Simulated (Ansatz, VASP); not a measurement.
**Two plane-wave programs on TiAl3**

Contents of INCAR:

```
SYSTEM = TiAl3
ALGO = Fast
EDIFF = 1E-6
ENCUT = 520
GGA = PS
ISIF = 2
ISMEAR = 0
LASPH = .TRUE.
LCHARG = .FALSE.
LREAL = .FALSE.
LWAVE = .FALSE.
NBANDS = 18
NELM = 60
PREC = Accurate
SIGMA = 0.02
```

File KPOINTS:

```
k-points
0
G
  14 10 10
  0 0 0
```

POSCAR

```
TiAl3
1.0
    2.8396770000      0.0000000000      0.0000000000
    0.0000000000      4.6812640000      0.0000000000
    0.0000000000      0.0000000000      4.9007420000
Ti Al
1 3
Direct
    0.0000000000      0.5000000000      0.1659160000
    0.5000000000      0.5000000000      0.6672710000
    0.5000000000      0.0000000000      0.3309120000
    0.0000000000      0.0000000000      0.8359000000
```

Input for Ansatz:

```yaml
crystal:
  lattice:
    - [2.839677, 0.0, 0.0]
    - [0.0, 4.681264, 0.0]
    - [0.0, 0.0, 4.900742]
  atoms:
    - { symbol: Ti, position: [0.0, 0.5, 0.165916] }
    - { symbol: Al, position: [0.5, 0.5, 0.667271] }
    - { symbol: Al, position: [0.5, 0.0, 0.330912] }
    - { symbol: Al, position: [0.0, 0.0, 0.8359] }
basis:
  ecutwfc: 420
kpoints:
  mp_grid: { grid: [14, 10, 10] }
hamiltonian:
  xc: pbesol
scf:
  occupations: { method: gaussian, width: 0.02 }
output:
  forces: true
  stress: true
  eigenvalues: true
```

Alike in both runs: task single point; functional PBEsol; k mesh 14 × 10 × 10; occupations gaussian, width 0.02 eV; no spin polarisation.

|  | VASP | Ansatz |
| --- | --- | --- |
| version | VASP 6.6.1 | Ansatz 0.2.0 |
| potentials or method | VASP PAW PBE potentials, release 64 (Ti_sv, Al), cutoff 520 eV | scalar-relativistic, plane waves, PAW |
| valence electrons in the cell | 21 | 21 |

|  | VASP | Ansatz | Ansatz less VASP |
| --- | --- | --- | --- |
| gap on the k mesh at the Fermi level (eV) | none | none | - |
| pressure (GPa) | -2.4 | -2.5 | -0.06 |
| traceless stress, the component that is largest in VASP (GPa) | -1.49 | -1.48 | +0.011 |
| rms of the force components (eV/Å) | 0.021 | 0.021 | +0.0005 |

VASP's potentials were made for PBE, not for PBEsol. Atom by atom the forces differ by 0.001 eV/Å (rms over components). A gap of «none» marks a metal or a gap that the smearing closes.
